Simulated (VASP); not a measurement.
# MgO (Fm-3m) in VASP: single point with PBE

Aim: the single point of MgO with PBE.

Program: VASP 6.6.1. These are calculated values, not measurements. Logs are shortened: lines on timing, memory, paths and dates and some standing lists are left out, and cuts for length are marked.

### 1 The cell of the first run

Symmetry: Fm-3m, No. 225, cubic system. Conventional cell: a = 4.135 Å, b = 4.135 Å, c = 4.135 Å, α = 90.00°, β = 90.00°, γ = 90.00°. Within 2.7 Å of Mg (site symmetry m-3m) lie 6 O at 2.07 Å. O (site symmetry m-3m) has 6 Mg at 2.07 Å within 2.7 Å.

### 2 Single point, PBE

INCAR reads:

```
PREC     = Accurate       # precision mode
ENCUT    = 840            # plane-wave cutoff, eV
EDIFF    = 1E-6           # SCF threshold, eV
ISMEAR   = 0              # smearing method
SIGMA    = 0.02           # smearing width, eV
LREAL    = False          # projectors in reciprocal space
LASPH    = True           # aspherical terms in the spheres
NELM     = 120            # most SCF steps
ALGO     = Normal         # electronic algorithm
ISIF     = 2              # what is computed and relaxed
LWAVE    = False          # write WAVECAR
LCHARG   = False          # write CHGCAR
GGA      = PE             # functional
NBANDS   = 15             # bands
GGA_COMPAT= False
```

KPOINTS reads:

```
Automatic mesh
0
Gamma
  10 10 10
```

POSCAR reads:

```
MgO
1.0
    0.0000000000      2.0677287798      2.0677287798
    2.0677287798      0.0000000000      2.0677287798
    2.0677287798      2.0677287798      0.0000000000
Mg O
1 1
Direct
    0.0000000000      0.0000000000      0.0000000000
    0.5000000000      0.5000000000      0.5000000000
```

Potentials or basis: VASP PAW PBE potentials, release 64 (Mg_sv, O).

On the command line:

```
cat potpaw_PBE.64/Mg_sv/POTCAR potpaw_PBE.64/O/POTCAR > POTCAR
mpirun -np 1 vasp_std > vasp.out
```

OUTCAR:

```text
PREC = Accurate
   ENCUT = 840
   EDIFF = 1E-6
   ISMEAR = 0
   LREAL = False
   LASPH = True
   NELM = 120
   ISIF = 2
   GGA = PE

 ion  position               nearest neighbor table
   1  0.000  0.000  0.000-   2 2.07   2 2.07   2 2.07   2 2.07   2 2.07   2 2.07
   2  0.500  0.500  0.500-   1 2.07   1 2.07   1 2.07   1 2.07   1 2.07   1 2.07

  LATTYP: Found a face centered cubic cell.
 ALAT       =     4.1354575596

  Lattice vectors:

 A1 = (   0.0000000000,   2.0677287798,   2.0677287798)
 A2 = (   2.0677287798,   0.0000000000,   2.0677287798)
 A3 = (   2.0677287798,   2.0677287798,   0.0000000000)

Analysis of symmetry for initial positions (statically):
=====================================================================
 Subroutine PRICEL returns:
 Original cell was already a primitive cell.

 Routine SETGRP: Setting up the symmetry group for a
 face centered cubic supercell.

 Subroutine GETGRP returns: Found 48 space group operations
 (whereof 48 operations were pure point group operations)
 out of a pool of 48 trial point group operations.

The static configuration has the point symmetry O_h .

Analysis of symmetry for dynamics (positions and initial velocities):
=====================================================================
 Subroutine PRICEL returns:
 Original cell was already a primitive cell.

 Routine SETGRP: Setting up the symmetry group for a
 face centered cubic supercell.

 Subroutine GETGRP returns: Found 48 space group operations
 (whereof 48 operations were pure point group operations)
 out of a pool of 48 trial point group operations.

The dynamic configuration has the point symmetry O_h .

 Subroutine INISYM returns: Found 48 space group operations
 (whereof 48 operations are pure point group operations),
 and found     1 'primitive' translations

----------------------------------------------------------------------------------------

                                     Primitive cell

  volume of cell :      17.6812

  direct lattice vectors                    reciprocal lattice vectors
     0.000000000  2.067728780  2.067728780    -0.241811211  0.241811211  0.241811211
     2.067728780  0.000000000  2.067728780     0.241811211 -0.241811211  0.241811211
     2.067728780  2.067728780  0.000000000     0.241811211  0.241811211 -0.241811211

  length of vectors
     2.924210084  2.924210084  2.924210084     0.418829303  0.418829303  0.418829303

  position of ions in fractional coordinates (direct lattice)
     0.000000000  0.000000000  0.000000000
     0.500000000  0.500000000  0.500000000

  ion indices of the primitive-cell ions
   primitive index   ion index
                 1           1
                 2           2

----------------------------------------------------------------------------------------

 KPOINTS: Automatic mesh

Automatic generation of k-mesh.
 Grid dimensions read from file:
 generate k-points for:   10   10   10

 Generating k-lattice:

  Cartesian coordinates                     Fractional coordinates (reciprocal lattice)
    -0.024181121  0.024181121  0.024181121     0.100000000  0.000000000  0.000000000
     0.024181121 -0.024181121  0.024181121     0.000000000  0.100000000  0.000000000
     0.024181121  0.024181121 -0.024181121     0.000000000  0.000000000  0.100000000

  Length of vectors
     0.041882930  0.041882930  0.041882930

  Shift w.r.t. Gamma in fractional coordinates (k-lattice)
     0.000000000  0.000000000  0.000000000

 Subroutine IBZKPT returns following result:
 ===========================================

 Found     47 irreducible k-points:

 Following reciprocal coordinates:
            Coordinates               Weight
  0.000000  0.000000  0.000000      1.000000
  0.100000  0.000000  0.000000      8.000000
  0.200000  0.000000  0.000000      8.000000
  0.300000  0.000000  0.000000      8.000000
  0.400000  0.000000  0.000000      8.000000
  0.500000  0.000000  0.000000      4.000000
[... 16 lines left out ...]
  0.300000  0.300000  0.000000      6.000000
  0.400000  0.300000  0.000000     24.000000
 [... further k-points ...]
   k-points           NKPTS =     47   k-points in BZ     NKDIM =     47   number of bands    NBANDS=     15
   number of dos      NEDOS =    301   number of ions     NIONS =      2
   total plane-waves  NPLWV =  21952
   dimension x,y,z NGX =    28 NGY =   28 NGZ =   28
   dimension x,y,z NGXF=    56 NGYF=   56 NGZF=   56
   ions per type =               1   1
   NGX,Y,Z   is equivalent  to a cutoff of  15.92, 15.92, 15.92 a.u.
   NGXF,Y,Z  is equivalent  to a cutoff of  31.84, 31.84, 31.84 a.u.
 SYSTEM =  unknown system
   PREC   = accura    normal or accurate (medium, high low for compatibility)
   ISTART =      0    job   : 0-new  1-cont  2-samecut
   ICHARG =      2    charge: 1-file 2-atom 10-const
   ISPIN  =      1    spin polarized calculation?
   LNONCOLLINEAR =      F non collinear calculations
   LSORBIT =      F    spin-orbit coupling
   LASPH  =      T    aspherical Exc in radial PAW
   ENCUT  =  840.0 eV  61.74 Ry    7.86 a.u.   6.91  6.91  6.91*2*pi/ulx,y,z
   NELM   =    120;   NELMIN=  2; NELMDL= -5     # of ELM steps
   EDIFF  = 0.1E-05   stopping-criterion for ELM
   LREAL  =      F    real-space projection
   EDIFFG = 0.1E-04   stopping-criterion for IOM
   NSW    =      0    number of steps for IOM
   IBRION =     -1    ionic relax: 0-MD 1-quasi-New 2-CG
   NFREE  =      0    steps in history (QN), initial steepest desc. (CG)
   ISIF   =      2    stress and relaxation
   ISYM   =      2    0-nonsym 1-usesym 2-fastsym
   POTIM  = 0.5000    time-step for ionic-motion
   TEBEG  =    0.0;   TEEND  =   0.0 temperature during run
   PSTRESS=    0.0 pullay stress
   NELECT =      16.0000    total number of electrons
   NUPDOWN=      -1.0000    fix difference up-down
   EMIN   =  10.00;   EMAX   =-10.00  energy-range for DOS
   EFERMI =   0.00;   METHOD = LEGACY
   ISMEAR =     0;   SIGMA  =   0.02  broadening in eV -4-tet -1-fermi 0-gaus
   EFERMI_NEDOS =   21; number of points for ismear=-14 and -15
   IALGO  =     38    algorithm
   IMIX   =      4    mixing-type and parameters
     AMIX     =   0.40;   BMIX     =  1.00
     AMIX_MAG =   1.60;   BMIX_MAG =  1.00
  volume/ion in A,a.u.               =       8.84        59.66
  Fermi-wavevector in a.u.,A,eV,Ry     =   1.583475  2.992334 34.115161  2.507394
  Thomas-Fermi vector in A             =   2.683240
   LORBIT       =      0    0 simple, 1 ext, 2 COOP (PROOUT), +10 PAW based schemes
   GGA     = PE    functional components
   LHFCALC =     F    Hartree Fock is set to
   AEXX    =    0.0000 exact exchange contribution
   IVDW    =     0    specifies the selected vdW correction
   LEPSILON=     F    determine dielectric tensor
   LRPA    =     F    only Hartree local field effects (RPA)
 non-spin polarized calculation
 Gauss-broadening in eV      SIGMA  =   0.02
  energy-cutoff  :      840.00
  volume of cell :       17.68
 maximum number of plane-waves:       990
   NGX = 13   NGY = 13   NGZ = 13

 number of electron      16.0000001 magnetization

 Free energy of the ion-electron system (eV)
  ---------------------------------------------------
  ext. energy  EPLUGINS =         0.00000000
  ---------------------------------------------------
  free energy    TOTEN  =       -11.81047967 eV

  energy without entropy =      -11.81047967  energy(sigma->0) =      -11.81047967

 E-fermi :   3.4117     XC(G=0): -11.6718

 val. band max:        3.3230716599   @ k =   0.0000   0.0000   0.0000
 cond. band min:       8.6158512845   @ k =   0.0000   0.0000   0.0000
 fundamental gap:      5.2927796246
 Fermi energy:         3.4116557137

 k-point     1 :       0.0000    0.0000    0.0000
  band No.  band energies     occupation
      1     -68.7605      2.00000
      2     -35.4777      2.00000
      3     -35.4777      2.00000
      4     -35.4777      2.00000
      5     -14.2149      2.00000
      6       3.3231      2.00000
      7       3.3231      2.00000
      8       3.3231      2.00000
      9       8.6159      0.00000
     10      19.4408      0.00000
     11      19.4408      0.00000
     12      19.4408      0.00000
     13      23.5030      0.00000
     14      25.3471      0.00000
     15      25.3471      0.00000

 k-point     2 :       0.1000    0.0000    0.0000
  band No.  band energies     occupation
      1     -68.7595      2.00000
      2     -35.4883      2.00000
      3     -35.4788      2.00000
      4     -35.4788      2.00000
      5     -14.0951      2.00000
      6       2.6616      2.00000
      7       3.2484      2.00000
      8       3.2484      2.00000
      9       9.2372      0.00000
     10      18.1753      0.00000
     11      19.7021      0.00000
     12      19.7021      0.00000
     13      24.7039      0.00000
     14      24.7039      0.00000
     15      25.2651      0.00000

 k-point     3 :       0.2000    0.0000    0.0000
  band No.  band energies     occupation
      1     -68.7567      2.00000
      2     -35.5158      2.00000
      3     -35.4814      2.00000
      4     -35.4814      2.00000
      5     -13.7651      2.00000
      6       1.2874      2.00000
      7       3.0597      2.00000
      8       3.0597      2.00000
      9      10.4237      0.00000
     10      16.6804      0.00000
     11      20.2587      0.00000
     12      20.2587      0.00000
     13      24.0375      0.00000
     14      24.0375      0.00000
     15      26.5293      0.00000
[... 343 lines left out ...]
 k-point    23 :       0.3000    0.3000    0.0000
  band No.  band energies     occupation
      1     -68.7510      2.00000
      2     -35.5406      2.00000
      3     -35.5011      2.00000
      4     -35.5011      2.00000
      5     -13.1140      2.00000
      6       0.0340      2.00000
      7       2.3342      2.00000
      8       2.3342      2.00000
      9      12.7855      0.00000
     10      13.8726      0.00000
     11      18.3972      0.00000
     12      21.9519      0.00000
     13      21.9519      0.00000
     14      28.1005      0.00000
     15      31.8834      0.00000

 k-point    24 :       0.4000    0.3000    0.0000
  band No.  band energies     occupation
      1     -68.7488      2.00000
      2     -35.5539      2.00000
      3     -35.5081      2.00000
      4     -35.5050      2.00000
      5     -12.8429      2.00000
      6      -0.4177      2.00000
      7       1.9464      2.00000
      8       2.1782      2.00000
      9      13.3584      0.00000
     10      13.7945      0.00000
     11      17.5447      0.00000
     12      22.2540      0.00000
     13      22.4704      0.00000
     14      28.9022      0.00000
     15      31.4506      0.00000

 [... further k-points ...]

------------------------ aborting loop because EDIFF is reached ----------------------------------------

  FORCE on cell =-STRESS in cart. coord.  units (eV):
  Direction    XX          YY          ZZ          XY          YZ          ZX
  --------------------------------------------------------------------------------------
  -------------------------------------------------------------------------------------
  Total        1.6781490      1.6781490      1.6781490      0.0000000      0.0000000      0.0000000
  in kB      152.0653897    152.0653897    152.0653897      0.0000000      0.0000000      0.0000000
  external PRESSURE =     152.0653897 kB  Pullay stress =       0.0000000 kB

 VOLUME and BASIS-vectors are now :
 -----------------------------------------------------------------------------
  energy-cutoff  :      840.00
  volume of cell :       17.68
      direct lattice vectors                 reciprocal lattice vectors
     0.000000000  2.067728780  2.067728780    -0.241811211  0.241811211  0.241811211
     2.067728780  0.000000000  2.067728780     0.241811211 -0.241811211  0.241811211
     2.067728780  2.067728780  0.000000000     0.241811211  0.241811211 -0.241811211

 POSITION                                       TOTAL-FORCE (eV/Angst)
 -----------------------------------------------------------------------------------
      0.00000      0.00000      0.00000        -0.000000      0.000000     -0.000000
      2.06773      2.06773      2.06773         0.000000     -0.000000      0.000000
 -----------------------------------------------------------------------------------
    total drift:                                0.000000      0.000000      0.000000

  FREE ENERGIE OF THE ION-ELECTRON SYSTEM (eV)
  ---------------------------------------------------
  free  energy   TOTEN  =       -11.8104796693 eV

  energy  without entropy=      -11.8104796693  energy(sigma->0) =      -11.81047967
```

It took 18 s on 1 thread of AMD EPYC 7R13 (Zen 3), shared host; peak memory 0.13 GiB.

Results:

```yaml
Free_energy: -11.8105 eV
Pressure: 15.2 GPa
Band_gap_on_the_k_mesh: 5.29 eV
```

Caveat: the cell stands under pressure.
